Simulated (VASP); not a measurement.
A run of VASP 6.6.1 is set up as follows.

Contents of INCAR:

```
SYSTEM = CdS
PREC = Accurate ; ENCUT = 520
EDIFF = 1E-6 ; ISMEAR = 0
SIGMA = 0.02 ; LREAL = .False.
LASPH = .True. ; NELM = 100
ALGO = Normal ; ISIF = 2
LWAVE = .False. ; LCHARG = .True.
GGA = PE ; LELF = .True.
LVHAR = .True. ; NBANDS = 26
```

KPOINTS

```
regular mesh
0
Gamma
  12 12 6
  0 0 0
```

POSCAR

```
CdS
1.0
    3.8775823637      0.0000000000      0.0000000000
   -1.9387911818      3.3580848322      0.0000000000
    0.0000000000      0.0000000000      6.4775172545
Cd S
2 2
Direct
    0.0000000000      0.0000000000      0.0000000000
    0.0000000000      0.0000000000      0.5000000000
    0.3333333333      0.6666666667      0.2500000000
    0.6666666667      0.3333333333      0.7500000000
```

Potentials or basis: VASP PAW PBE potentials, release 64 (Cd, S).

Launch:

```sh
$ cat potpaw_PBE.64/Cd/POTCAR potpaw_PBE.64/S/POTCAR > POTCAR
$ mpirun -np 1 vasp_std > vasp.out
```

Task: What does it give for the band gap on the k mesh?

Result: 0.54 eV.

Task: What does it give for the pressure?

Result: 0.4 GPa.

A k mesh can miss the band edges.
